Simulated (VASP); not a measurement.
# TiAl3 (Pm) in VASP: notebook, part 3 of 3

VASP 6.6.1. The steps go on from the part before.

## Step 6: Single point, PBEsol (atom 1 (Ti) moved +0.338 Å along Cartesian [1 0 0])

The input, INCAR:

```
PREC     = Accurate       # precision mode
ENCUT    = 520            # plane-wave cutoff, eV
EDIFF    = 1E-6           # SCF threshold, eV
ISMEAR   = 0              # smearing method
SIGMA    = 0.15           # smearing width, eV
LREAL    = False          # projectors in reciprocal space
LASPH    = True           # aspherical terms in the spheres
NELM     = 100            # most SCF steps
ALGO     = Fast           # electronic algorithm
ISIF     = 2              # what is computed and relaxed
LWAVE    = False          # write WAVECAR
LCHARG   = False          # write CHGCAR
GGA      = PS             # functional
NBANDS   = 18             # bands
```

The input, KPOINTS:

```
Automatic mesh
0
Gamma
  18 10 10
```

The input, POSCAR:

```
TiAl3
1.0
    2.7813912058      0.0000000000      0.0000000000
    0.0000000000      4.6710700323      0.0000000000
    0.0000000000      0.0000000000      4.8934030395
Ti Al
1 3
Direct
    0.1213421540      0.5000000000      0.1631682049
    0.5000000000      0.5000000000      0.6640465240
    0.5000000000      0.0000000000      0.3331101826
    0.0000000000      0.0000000000      0.8396740885
```

Potentials or basis: VASP PAW PBE potentials, release 64 (Ti_sv, Al).

Run with:

```sh
cat potpaw_PBE.64/Ti_sv/POTCAR potpaw_PBE.64/Al/POTCAR > POTCAR
mpirun -np 1 vasp_std > vasp.out
```

It took 8.2 min on 1 thread of Intel Xeon 6975P-C (Granite Rapids), shared host; peak memory 0.64 GiB.

It converged, with:

```
Free energy   : -21.3475 eV
Pressure      : 1.2 GPa
Largest force : 1.499 eV/Å
```

Forces on the atoms (eV/Å):
```
Ti  -1.477  0.000 -0.256
Al   0.847  0.000 -0.060
Al   0.744  0.000  0.159
Al  -0.114  0.000  0.157
```

Stress tensor (GPa, compression positive):
```
-0.40  0.00  1.96
 0.00  1.38  0.00
 1.96  0.00  2.71
```

Levels at points of the mesh, in eV from the Fermi level:
```tsv
k point	band 8	band 9	band 10	band 11	band 12	band 13	band 14	band 15
(0.00, 0.00, 0.00)	-3.56	-2.67	-0.87	-0.42	2.40	2.56	2.83	2.85
(0.50, 0.00, 0.00)	-1.91	-1.69	0.29	0.69	0.82	1.26	1.54	2.42
(0.00, 0.50, 0.00)	-3.23	-2.01	-1.55	-0.22	2.42	2.59	2.76	3.03
(0.50, 0.50, 0.00)	-3.15	-1.62	-0.48	-0.24	0.78	1.16	1.51	3.29
(0.00, 0.00, 0.50)	-2.32	-2.14	-1.11	-0.38	2.31	2.42	2.65	3.23
(0.50, 0.00, 0.50)	-3.33	-1.29	-0.18	-0.05	0.47	1.38	2.02	3.48
(0.00, 0.50, 0.50)	-4.82	-0.26	-0.11	0.71	2.47	2.51	3.60	4.92
(0.50, 0.50, 0.50)	-3.13	-2.71	-2.62	-0.76	-0.07	1.00	2.12	2.37
```

Caveat: the cell differs from its parent crystal (atom 1 (Ti) moved +0.338 Å along Cartesian [1 0 0]); the PAW data sets were made with another functional, which shifts forces and pressure a little.

## Step 7: Single point, PBEsol (atom 1 (Ti) moved -0.225 Å along Cartesian [1 0 0])

The input, INCAR:

```
SYSTEM = TiAl3
  PREC = Accurate
  ENCUT = 520
  EDIFF = 1E-6
  ISMEAR = 0
  SIGMA = 0.15
  LREAL = .False.
  LASPH = .True.
  NELM = 60
  ALGO = Fast
  ISIF = 2
  LWAVE = .False.
  LCHARG = .False.
  GGA = PS
  NBANDS = 18
```

The input, KPOINTS:

```
regular mesh
0
Gamma
  18 10 10
  0 0 0
```

Edit POSCAR of step 6 so:

```diff
@@ -8,3 +8,3 @@
 Direct
-    0.1213421540      0.5000000000      0.1631682049
+   -0.0808947693      0.5000000000      0.1631682049
     0.5000000000      0.5000000000      0.6640465240
```

Potentials or basis: VASP PAW PBE potentials, release 64 (Ti_sv, Al).

Run with:

```sh
cat potpaw_PBE.64/Ti_sv/POTCAR potpaw_PBE.64/Al/POTCAR > POTCAR
mpirun -np 1 vasp_std > vasp.out
```

OUTCAR:

```text
SYSTEM = TiAl3
   PREC = Accurate
   ENCUT = 520
   EDIFF = 1E-6
   ISMEAR = 0
   LREAL = .False.
   LASPH = .True.
   NELM = 60
   ISIF = 2
   GGA = PS

 ion  position               nearest neighbor table
   1  0.919  0.500  0.163-   2 2.71   2 2.71   3 2.74   3 2.74   4 2.83   4 2.83   2 2.93   2 2.94
                             3 2.96   3 2.96
   2  0.500  0.500  0.664-   1 2.71   1 2.71   3 2.84   3 2.84   4 2.85   4 2.85   4 2.85   4 2.85
                             1 2.93   1 2.94
   3  0.500  0.000  0.333-   1 2.74   1 2.74   4 2.79   4 2.79   2 2.84   2 2.84   4 2.84   4 2.84
                             1 2.96   1 2.96
   4  0.000  0.000  0.840-   3 2.79   3 2.79   1 2.83   1 2.83   3 2.84   3 2.84   2 2.85   2 2.85
                             2 2.85   2 2.85

  LATTYP: Found a simple orthorhombic cell.
 ALAT       =     2.7813912058
 B/A-ratio  =     1.6794005901
 C/A-ratio  =     1.7593364893

  Lattice vectors:

 A1 = (   2.7813912058,   0.0000000000,   0.0000000000)
 A2 = (   0.0000000000,   4.6710700323,   0.0000000000)
 A3 = (   0.0000000000,   0.0000000000,   4.8934030395)

Analysis of symmetry for initial positions (statically):
=====================================================================
 Subroutine PRICEL returns:
 Original cell was already a primitive cell.

 Routine SETGRP: Setting up the symmetry group for a
 simple orthorhombic supercell.

 Subroutine GETGRP returns: Found  2 space group operations
 (whereof  2 operations were pure point group operations)
 out of a pool of  8 trial point group operations.

The static configuration has the point symmetry C_1h.

Analysis of symmetry for dynamics (positions and initial velocities):
=====================================================================
 Subroutine PRICEL returns:
 Original cell was already a primitive cell.

 Routine SETGRP: Setting up the symmetry group for a
 simple orthorhombic supercell.

 Subroutine GETGRP returns: Found  2 space group operations
 (whereof  2 operations were pure point group operations)
 out of a pool of  8 trial point group operations.

The dynamic configuration has the point symmetry C_1h.

 Subroutine INISYM returns: Found  2 space group operations
 (whereof  2 operations are pure point group operations),
 and found     1 'primitive' translations

----------------------------------------------------------------------------------------

                                     Primitive cell

  volume of cell :      63.5755

  direct lattice vectors                    reciprocal lattice vectors
     2.781391206  0.000000000  0.000000000     0.359532308  0.000000000  0.000000000
     0.000000000  4.671070032  0.000000000     0.000000000  0.214083710  0.000000000
     0.000000000  0.000000000  4.893403039     0.000000000  0.000000000  0.204356762

  length of vectors
     2.781391206  4.671070032  4.893403039     0.359532308  0.214083710  0.204356762

  position of ions in fractional coordinates (direct lattice)
     0.919105231  0.500000000  0.163168205
     0.500000000  0.500000000  0.664046524
     0.500000000  0.000000000  0.333110183
     0.000000000  0.000000000  0.839674088

  ion indices of the primitive-cell ions
   primitive index   ion index
                 1           1
                 2           2
                 3           3
                 4           4

[... 50 lines left out ...]
  0.111111  0.200000  0.000000      4.000000
  0.166667  0.200000  0.000000      4.000000
 [... further k-points ...]
   k-points           NKPTS =    552   k-points in BZ     NKDIM =    552   number of bands    NBANDS=     18
   number of dos      NEDOS =    301   number of ions     NIONS =      4
   total plane-waves  NPLWV =  31104
   dimension x,y,z NGX =    24 NGY =   36 NGZ =   36
   dimension x,y,z NGXF=    48 NGYF=   72 NGZF=   72
   ions per type =               1   3
   NGX,Y,Z   is equivalent  to a cutoff of  14.34, 12.81, 12.23 a.u.
   NGXF,Y,Z  is equivalent  to a cutoff of  28.69, 25.63, 24.46 a.u.
 SYSTEM =  TiAl3
   PREC   = accura    normal or accurate (medium, high low for compatibility)
   ISTART =      0    job   : 0-new  1-cont  2-samecut
   ICHARG =      2    charge: 1-file 2-atom 10-const
   ISPIN  =      1    spin polarized calculation?
   LNONCOLLINEAR =      F non collinear calculations
   LSORBIT =      F    spin-orbit coupling
   LASPH  =      T    aspherical Exc in radial PAW
   ENCUT  =  520.0 eV  38.22 Ry    6.18 a.u.   5.17  8.69  9.10*2*pi/ulx,y,z
   NELM   =     60;   NELMIN=  2; NELMDL= -5     # of ELM steps
   EDIFF  = 0.1E-05   stopping-criterion for ELM
   LREAL  =      F    real-space projection
   EDIFFG = 0.1E-04   stopping-criterion for IOM
   NSW    =      0    number of steps for IOM
   IBRION =     -1    ionic relax: 0-MD 1-quasi-New 2-CG
   NFREE  =      0    steps in history (QN), initial steepest desc. (CG)
   ISIF   =      2    stress and relaxation
   ISYM   =      2    0-nonsym 1-usesym 2-fastsym
   POTIM  = 0.5000    time-step for ionic-motion
   TEBEG  =    0.0;   TEEND  =   0.0 temperature during run
   PSTRESS=    0.0 pullay stress
   NELECT =      21.0000    total number of electrons
   NUPDOWN=      -1.0000    fix difference up-down
   EMIN   =  10.00;   EMAX   =-10.00  energy-range for DOS
   EFERMI =   0.00;   METHOD = LEGACY
   ISMEAR =     0;   SIGMA  =   0.15  broadening in eV -4-tet -1-fermi 0-gaus
   EFERMI_NEDOS =   21; number of points for ismear=-14 and -15
   IALGO  =     68    algorithm
   IMIX   =      4    mixing-type and parameters
     AMIX     =   0.40;   BMIX     =  1.00
     AMIX_MAG =   1.60;   BMIX_MAG =  1.00
  volume/ion in A,a.u.               =      15.89       107.26
  Fermi-wavevector in a.u.,A,eV,Ry     =   1.131666  2.138538 17.424533  1.280667
  Thomas-Fermi vector in A             =   2.268365
   LORBIT       =      0    0 simple, 1 ext, 2 COOP (PROOUT), +10 PAW based schemes
   GGA     = PS    functional components
   LHFCALC =     F    Hartree Fock is set to
   AEXX    =    0.0000 exact exchange contribution
   IVDW    =     0    specifies the selected vdW correction
   LEPSILON=     F    determine dielectric tensor
   LRPA    =     F    only Hartree local field effects (RPA)
 non-spin polarized calculation
 RMM-DIIS sequential band-by-band and
 Gauss-broadening in eV      SIGMA  =   0.15
  energy-cutoff  :      520.00
  volume of cell :       63.58
 maximum number of plane-waves:      1736
 NGX is ok and might be reduce to    24
   NGX = 11   NGY = 17   NGZ = 19

 number of electron      21.0000000 magnetization

 Free energy of the ion-electron system (eV)
  ---------------------------------------------------
  ext. energy  EPLUGINS =         0.00000000
  ---------------------------------------------------
  free energy    TOTEN  =       -21.48912701 eV

  energy without entropy =      -21.45925040  energy(sigma->0) =      -21.47418870

 E-fermi :   8.2159     XC(G=0): -10.8083

 val. band max:        8.2131720366   @ k =   0.3333   0.5000  -0.4000
 cond. band min:       8.2160493652   @ k =   0.3889  -0.1000  -0.4000
 fundamental gap:      0.0028773286
 Fermi energy:         8.2158517312

 k-point     1 :       0.0000    0.0000    0.0000
  band No.  band energies     occupation
      1     -47.9623      2.00000
      2     -24.3969      2.00000
      3     -24.3953      2.00000
      4     -23.9837      2.00000
      5      -2.0291      2.00000
      6       3.0188      2.00000
[... 481 lines left out ...]
      5      -1.2293      2.00000
      6       2.6416      2.00000
[... 10 lines left out ...]
     17      12.5266      0.00000
     18      14.9789      0.00000

 [... further k-points ...]

------------------------ aborting loop because EDIFF is reached ----------------------------------------

  FORCE on cell =-STRESS in cart. coord.  units (eV):
  Direction    XX          YY          ZZ          XY          YZ          ZX
  --------------------------------------------------------------------------------------
  -------------------------------------------------------------------------------------
  Total       -0.0526018      0.2705798      0.5346463      0.0000000      0.0000000     -0.5424922
  in kB       -1.3256292      6.8189350     13.4737267      0.0000000      0.0000000    -13.6714521
  external PRESSURE =       6.3223442 kB  Pullay stress =       0.0000000 kB

 VOLUME and BASIS-vectors are now :
 -----------------------------------------------------------------------------
  energy-cutoff  :      520.00
  volume of cell :       63.58
      direct lattice vectors                 reciprocal lattice vectors
     2.781391206  0.000000000  0.000000000     0.359532308  0.000000000  0.000000000
     0.000000000  4.671070032  0.000000000     0.000000000  0.214083710  0.000000000
     0.000000000  0.000000000  4.893403039     0.000000000  0.000000000  0.204356762

 POSITION                                       TOTAL-FORCE (eV/Angst)
 -----------------------------------------------------------------------------------
      2.55639      2.33554      0.79845         1.030231      0.000000     -0.117887
      1.39070      2.33554      3.24945        -0.592444      0.000000     -0.028015
      1.39070      0.00000      1.63004        -0.517555      0.000000      0.075591
      0.00000      0.00000      4.10886         0.079768      0.000000      0.070311
 -----------------------------------------------------------------------------------
    total drift:                                0.000118     -0.000000      0.000068

  FREE ENERGIE OF THE ION-ELECTRON SYSTEM (eV)
  ---------------------------------------------------
  free  energy   TOTEN  =       -21.4891270050 eV

  energy  without entropy=      -21.4592503951  energy(sigma->0) =      -21.47418870
```

OSZICAR:

```text
N       E                     dE             d eps       ncg     rms          rms(c)
DAV:   1     0.131222997649E+03    0.13122E+03   -0.95333E+03 19872   0.109E+03
DAV:   2    -0.100476674365E+02   -0.14127E+03   -0.13791E+03 20150   0.296E+02
DAV:   3    -0.225499287052E+02   -0.12502E+02   -0.12306E+02 35084   0.730E+01
[... 18 lines left out ...]
RMM:  22    -0.214891216167E+02   -0.30637E-05   -0.33868E-05 26456   0.219E-02    0.363E-03
RMM:  23    -0.214891239152E+02   -0.22985E-05   -0.24239E-05 25545   0.177E-02    0.360E-03
RMM:  24    -0.214891253636E+02   -0.14484E-05   -0.15600E-05 23339   0.146E-02    0.345E-03
RMM:  25    -0.214891263670E+02   -0.10034E-05   -0.11582E-05 24469   0.139E-02    0.338E-03
RMM:  26    -0.214891270050E+02   -0.63805E-06   -0.77738E-06 23126   0.114E-02
   1 F= -.21489127E+02 E0= -.21474189E+02  d E =-.298766E-01
```

Wall time 27 min (1 thread of Oxide Virtual Turin-like, shared host); peak memory 0.61 GiB.

Results:

```yaml
Free_energy: -21.4891 eV
Pressure: 0.6 GPa
Largest_force: 1.037 eV/Å
```

Forces on the atoms (eV/Å):
```
Ti   1.030  0.000 -0.118
Al  -0.592  0.000 -0.028
Al  -0.518  0.000  0.076
Al   0.080  0.000  0.070
```

Levels at points of the mesh, in eV from the Fermi level:
```tsv
k point	band 7	band 8	band 9	band 10	band 11	band 12	band 13	band 14	band 15	band 16
(0.00, 0.00, 0.00)	-3.92	-3.57	-2.69	-0.86	-0.43	2.44	2.57	2.77	2.80	3.12
(0.50, 0.00, 0.00)	-2.14	-1.93	-1.72	0.37	0.67	0.81	1.35	1.59	2.37	2.75
(0.00, 0.50, 0.00)	-3.60	-3.23	-2.03	-1.56	-0.20	2.44	2.56	2.73	3.07	4.63
(0.50, 0.50, 0.00)	-3.67	-3.17	-1.67	-0.48	-0.25	0.81	1.16	1.44	3.37	3.86
(0.00, 0.00, 0.50)	-3.50	-2.32	-2.16	-1.12	-0.36	2.30	2.42	2.63	3.22	4.04
(0.50, 0.00, 0.50)	-3.83	-3.35	-1.32	-0.16	-0.09	0.54	1.32	2.00	3.42	3.74
(0.00, 0.50, 0.50)	-7.12	-4.84	-0.24	-0.09	0.72	2.46	2.49	3.60	4.91	5.15
(0.50, 0.50, 0.50)	-3.46	-3.17	-2.74	-2.66	-0.70	-0.13	1.05	2.13	2.38	2.57
```

Caveat: the cell differs from its parent crystal (atom 1 (Ti) moved -0.225 Å along Cartesian [1 0 0]); the PAW data sets were made with another functional, which shifts forces and pressure a little.
